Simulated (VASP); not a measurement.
Write the native input for VASP 6.6.1 that does the following.

```
Task                   : single point
Functional             : PBE
Potentials or basis    : VASP PAW PBE potentials, release 64 (Al, N, Ca_sv)
Cutoff                 : 520 eV
k mesh                 : 1 × 1 × 1, shifted
Occupations            : fermi-dirac, width 0.01 eV
Spin                   : no spin polarisation
Dipole correction      : no
Further INCAR settings : LREAL = Auto; ALGO = Normal; EDIFF = 1e-07; NBANDS = 186
```

The structure of CaAl35N35 (a cell with a defect) lies in POSCAR:

```
CaAl35N35
1.0
    9.3892708692      0.0000000866      0.0000000000
   -4.6946355096      8.1313470524      0.0000000000
    0.0000000000      0.0000000000     10.0348065929
Al N Ca
35 35 1
Direct
    0.2226511810      0.1105234930      0.2495874780
    0.1040566763      0.2183823852      0.4984201792
    0.2233231984      0.1114279312      0.7484714331
    0.1087462074      0.2188441269      0.9994028974
    0.2136784063      0.4396274594      0.2389405300
    0.1036176934      0.5507029593      0.4983221539
    0.2227021075      0.4442617158      0.7569678967
    0.1086849251      0.5557732608      0.9993910181
    0.2226121988      0.7777731149      0.2494210416
    0.1115965153      0.8883621884      0.4995000700
    0.2233269449      0.7776263421      0.7483950815
    0.1109257494      0.8884071523      0.9992865517
    0.5536334213      0.1098549185      0.2500380463
    0.4482329353      0.2224868857      0.4998455716
    0.5554034159      0.1106684660      0.7493774939
    0.4438421504      0.2206139146      0.9994420269
    0.5580020444      0.4411847555      0.2483087059
    0.5559883242      0.4447326043      0.7537762558
    0.4446010963      0.5553989373      0.9990014531
    0.5585255859      0.7835892182      0.2480302590
    0.4487303365      0.8925811697      0.4996434987
    0.5561287007      0.7773343051      0.7539083332
    0.4437831316      0.8893798011      0.9993852722
    0.8856241388      0.1083792899      0.2499509765
    0.7751216305      0.2201915168      0.4987664496
    0.8881976058      0.1106733611      0.7488167163
    0.7768167094      0.2212811039      0.9990860736
    0.8854530525      0.4427842288      0.2496871488
    0.7780346775      0.5539220140      0.4994219810
    0.8880983363      0.4430631538      0.7488577822
    0.7788905076      0.5558294880      0.9992427961
    0.8888622961      0.7772142905      0.2497034037
    0.7784660405      0.8902951600      0.4992503911
    0.8892721217      0.7774400911      0.7488490822
    0.7790639985      0.8890234516      0.9991922131
    0.2231274436      0.1142443355      0.4406528654
    0.1077669051      0.2174813051      0.1900611602
    0.2212449233      0.1106385199      0.9391029857
    0.1125033072      0.2242201322      0.6892110802
    0.1077172893      0.5554565108      0.1899325527
    0.2183289980      0.4423657508      0.9473232024
    0.1123917251      0.5534531236      0.6891053812
    0.2233439496      0.7745175160      0.4405155899
    0.1115185848      0.8883716115      0.1905600364
    0.2212029760      0.7769954015      0.9390586067
    0.1123381437      0.8887418443      0.6892534107
    0.5539772015      0.1105461757      0.4399563008
    0.4424375679      0.2191599870      0.1882327948
    0.5551649779      0.1108901485      0.9392716576
    0.4453852924      0.2225623879      0.6909143730
    0.5686091655      0.4325061139      0.4325789784
    0.4415196525      0.5537971589      0.1972344144
    0.5563817710      0.4432180174      0.9450413183
    0.4438808753      0.5547432884      0.7130448713
    0.5699596177      0.8047361887      0.4319912100
    0.4423910102      0.8889042910      0.1881048382
    0.5565024380      0.7799251666      0.9451633622
    0.4454177703      0.8882339645      0.6908297217
    0.8889298501      0.1122963058      0.4397198193
    0.7764796978      0.2207466601      0.1898474266
    0.8882867475      0.1110130218      0.9389922941
    0.7775580068      0.2213013207      0.6892840559
    0.8881895542      0.4421118499      0.4394025667
    0.7797740466      0.5565648696      0.1881016030
    0.8881587230      0.4434936697      0.9390244496
    0.7785022960      0.5549223851      0.6906534233
    0.8902469517      0.7780427720      0.4403964508
    0.7801932387      0.8887145413      0.1880411043
    0.8893640639      0.7778238632      0.9391344576
    0.7785197633      0.8886870105      0.6907114801
    0.4246047582      0.5467904597      0.4898531657
```

One way to write it, as run:

INCAR

```
SYSTEM = CaAl35N35
PREC = Accurate
ENCUT = 520
EDIFF = 1E-7
ISMEAR = -1
SIGMA = 0.01
LREAL = Auto
LASPH = .True.
NELM = 80
ALGO = Normal
ISIF = 2
LWAVE = .False.
LCHARG = .False.
GGA = PE
NBANDS = 186
```

KPOINTS

```
Automatic mesh
0
Gamma
  1 1 1
  0.25 0.25 0.25
```

Potentials or basis: VASP PAW PBE potentials, release 64 (Al, N, Ca_sv).

Command:

```sh
$ cat potpaw_PBE.64/Al/POTCAR potpaw_PBE.64/N/POTCAR potpaw_PBE.64/Ca_sv/POTCAR > POTCAR
$ mpirun -np 1 vasp_std > vasp.out
```

Results of the run:

| Property | Result |
| --- | --- |
| Pressure | 2.0 GPa |
| Largest force | 0.120 eV/Å |
| Band gap on the k mesh | 2.75 eV |

Wall time 35 min on 1 thread of Intel(R) Xeon(R) Platinum 8259CL CPU @ 2.50GHz (Skylake/Cascade Lake), with other jobs on the host, peak memory 1.1 GiB.
